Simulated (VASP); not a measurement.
LiH:

```
Li H
1.0
     0.00000    2.03675    2.03675
     2.03675    0.00000    2.03675
     2.03675    2.03675    0.00000
Li H
1 1
Direct
  0.00000 0.00000 0.00000
  0.50000 0.50000 0.50000
```

- Program: VASP 6.6.1
- Task: relaxation of cell and atoms
- Functional: PBEsol
- Potentials or basis: VASP PAW PBE potentials, release 64 (Li_sv, H)
- Cutoff: 600 eV
- k mesh: 8 × 8 × 8
- Occupations: gaussian, width 0.01 eV
- Spin: no spin polarisation

At the start: pressure -2.4 GPa; volume 8.45 Å³/atom.

**Question.** How do energy, volume and symmetry change on relaxing?

**Answer.** Over 4 steps the energy falls by 4.8 meV/atom and the volume is 7.84 Å³/atom (-7.2 %); space group Fm-3m (No. 225, to 0.05 Å).

Step by step:
```tsv
step	energy change (eV)	largest force (eV/Å)	pressure (GPa)	volume (Å³)
1	0.0000	0.0000	-2.43	16.90
2	-0.0042	0.0000	-1.88	16.59
3	-0.0095	0.0000	-0.33	15.83
4	-0.0097	0.0000	0.02	15.68
```

Final structure:
```cif
data_structure
_symmetry_space_group_name_H-M 'P 1'
_symmetry_Int_Tables_number 1
_cell_length_a 2.8096
_cell_length_b 2.8096
_cell_length_c 2.8096
_cell_angle_alpha 60.000
_cell_angle_beta 60.000
_cell_angle_gamma 60.000
_cell_volume 15.68
loop_
_atom_site_label
_atom_site_type_symbol
_atom_site_fract_x
_atom_site_fract_y
_atom_site_fract_z
_atom_site_occupancy
Li1 Li 0.00000 0.00000 0.00000 1
H1 H 0.50000 0.50000 0.50000 1
```

Caveat: the cutoff is under 1.25 times the usual one of these potentials, so pressure, stress and relaxed cells hold a basis-set (Pulay) error; the PAW data sets were made with another functional, which shifts forces and pressure a little.
